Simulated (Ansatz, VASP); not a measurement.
**One calculation of ZnCdF4, two programs**

```
Zn Cd F
1.0
     3.68550    0.00000    0.00000
     0.00000    3.68550    0.00000
     0.00000    0.00000    6.83892
Zn Cd F
1 1 4
Cartesian
  0.0000 0.0000 0.0000
  1.8428 1.8428 3.4195
  0.0000 0.0000 4.6146
  1.8428 0.0000 0.0000
  0.0000 1.8428 0.0000
  0.0000 0.0000 2.2243
```

Alike in both runs: functional PBE; k mesh 6 × 6 × 4; occupations gaussian, width 0.1 eV; no spin polarisation.

Ansatz relaxed the structure, and its values are those at the end. VASP's run is a single point on that final structure, the one shown.

|  | VASP | Ansatz |
| --- | --- | --- |
| version | VASP 6.6.1 | Ansatz 0.2.0 |
| potentials or method | VASP PAW PBE potentials, release 64 (Zn, Cd_sv_GW, F), cutoff 600 eV | scalar-relativistic, plane waves, PAW |
| valence electrons in the cell | 60 | 60 |

```tsv
	VASP	Ansatz	Ansatz less VASP
gap on the k mesh at the Fermi level (eV)	none	none	-
pressure (GPa)	0.0	-0.1	-0.11
rms of the force components (eV/Å)	0.008	0.003	-0.0044
```

A gap of «none» marks a metal or a gap that the smearing closes.
